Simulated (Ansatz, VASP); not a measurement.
## One calculation of K, two programs

```
K
1.0
     3.72693    0.00000    0.00000
     0.00000    3.72693    0.00000
     0.00000    0.00000    3.72693
K
1
Direct
  0.00000 0.00000 0.00000
```

Change from the starting cell: volume scaled by 0.65, LAPW.

Alike in both runs: task single point; functional PBE; k mesh 10 × 10 × 10; occupations fermi-dirac, width 0.08 eV; no spin polarisation.

|  | VASP | Ansatz |
| --- | --- | --- |
| version | VASP 6.6.1 | Ansatz 0.2.0 |
| potentials or method | VASP PAW PBE potentials, release 64 (K_sv), cutoff 520 eV | all-electron LAPW, scalar-relativistic |

```csv
,VASP,Ansatz,Ansatz less VASP
pressure (GPa),2.6,2.6,+0.01
```

Ansatz ran all-electron here, and VASP with PAW potentials.
